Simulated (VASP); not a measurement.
# Si2Ni: single point with PBEsol

Si2Ni:

```
Si Ni
1.0
     0.00000    2.69450    2.69450
     2.69450    0.00000    2.69450
     2.69450    2.69450    0.00000
Si Ni
2 1
Direct
  0.25000 0.25000 0.25000
  0.75000 0.75000 0.75000
  0.00000 0.00000 0.00000
```

* Program: VASP 6.6.1
* Task: single point
* Functional: PBEsol
* Potentials or basis: VASP PAW PBE potentials, release 64 (Si, Ni)
* Cutoff: 520 eV
* k mesh: 12 × 12 × 12
* Occupations: fermi-dirac, width 0.08 eV
* Spin: no spin polarisation

```json
{
 "Pressure": "0.1 GPa",
 "Band gap on the k mesh": "zero (band 9 reaches 12.23 eV, above the bottom of band 10 at 10.09 eV)"
}
```

Levels at points of the mesh, in eV from the Fermi level:
```csv
k point,band 5,band 6,band 7,band 8,band 9,band 10,band 11,band 12,band 13,band 14
"(0.00, 0.00, 0.00)",-3.57,-3.57,-0.19,1.73,1.73,1.73,2.25,2.25,2.25,4.74
"(0.50, 0.00, 0.00)",-3.78,-3.38,-3.38,-1.46,-1.46,1.77,1.82,1.82,2.67,9.22
"(0.50, 0.50, 0.00)",-4.56,-3.67,-3.67,-3.50,-3.16,-0.40,1.34,7.77,8.40,8.40
```

It took 40 s on 1 thread of Intel(R) Xeon(R) Platinum 8259CL CPU @ 2.50GHz (Skylake/Cascade Lake), on a shared host, peak memory 0.18 GiB.

Caveat: the PAW data sets were made with another functional, which shifts forces and pressure a little. Spin polarisation is off, so any magnetic state and its effect on volume and gap are missing.
